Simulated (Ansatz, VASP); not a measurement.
## Two plane-wave programs on SiC4

```xyz
10
Lattice="2.6893 0.0000 0.0000 -1.3446 2.3290 0.0000 0.0000 0.0000 21.2199" Properties=species:S:1:pos:R:3 pbc="T T T"
Si    0.0000    1.5526   15.9149
Si    1.3446    0.7763    5.3050
C     0.0000    1.5526   20.1589
C     0.0000    1.5526    3.1830
C     0.0000    1.5526    7.4270
C     0.0000    1.5526   11.6710
C     1.3446    0.7763   13.7930
C     1.3446    0.7763   18.0369
C     1.3446    0.7763    1.0610
C     1.3446    0.7763    9.5490
```

Alike in both runs: task single point; functional PBE; k mesh 6 × 6 × 1; occupations gaussian, width 0.1 eV; no spin polarisation.

|  | VASP | Ansatz |
| --- | --- | --- |
| version | VASP 6.6.1 | Ansatz 0.2.0 |
| potentials or method | VASP PAW PBE potentials, release 64 (Si, C), cutoff 520 eV | scalar-relativistic, plane waves, PAW |
| valence electrons in the cell | 40 | 40 |

VASP gave:

| Item | Value |
| --- | --- |
| gap on the k mesh at the Fermi level (eV) | none |
| pressure (GPa) | -24.6 |
| traceless stress, the component that is largest in VASP (GPa) | -4.00 |
| rms of the force components (eV/Å) | 0.024 |

**Question.** Estimate Ansatz's values.

**Answer.** gap on the k mesh at the Fermi level (eV): none; pressure (GPa): -24.6; traceless stress, the component that is largest in VASP (GPa): -4.01; rms of the force components (eV/Å): 0.024.

Atom by atom the forces differ by 0.000 eV/Å (rms over components). A gap of «none» marks a metal or a gap that the smearing closes.

The k mesh is coarse, so the values compare programs but aren't converged.
